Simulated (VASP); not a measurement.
## H2: single point with PBE+D3(BJ)

H2, in a box:

```
H
1.0
     9.00000    0.00000    0.00000
     0.00000    9.70000    0.00000
     0.00000    0.00000    9.90000
H
2
Direct
  0.50000 0.52788 0.52631
  0.50000 0.47212 0.47369
```

```json
{
 "Program": "VASP 6.6.1",
 "Task": "single point",
 "Functional": "PBE",
 "Dispersion": "D3(BJ)",
 "Potentials or basis": "VASP PAW PBE potentials, release 64 (H)",
 "Cutoff": "520 eV",
 "k mesh": "1 × 1 × 1",
 "Occupations": "gaussian, width 0.01 eV",
 "Spin": "no spin polarisation",
 "Dipole correction": "no",
 "Further INCAR settings": "ALGO = Normal; EDIFF = 1e-07; NBANDS = 8"
}
```

```
Largest force                   : 0.034 eV/Å
Gap between the frontier levels : 10.12 eV
Dispersion energy per atom      : -0.001 eV
```

Forces in eV/Å, atoms in the order of the input:
```
H    0.000 -0.025 -0.023
H    0.000  0.025  0.023
```

Levels at points of the mesh, in eV from the valence-band top:
```tsv
k point	band 1	band 2	band 3	band 4
(0.00, 0.00, 0.00)	0.00	10.12	10.68	11.28
```

It took 34 s on 1 thread of Intel(R) Xeon(R) Platinum 8375C CPU @ 2.90GHz (Ice Lake) (shared host), peak memory 0.71 GiB.
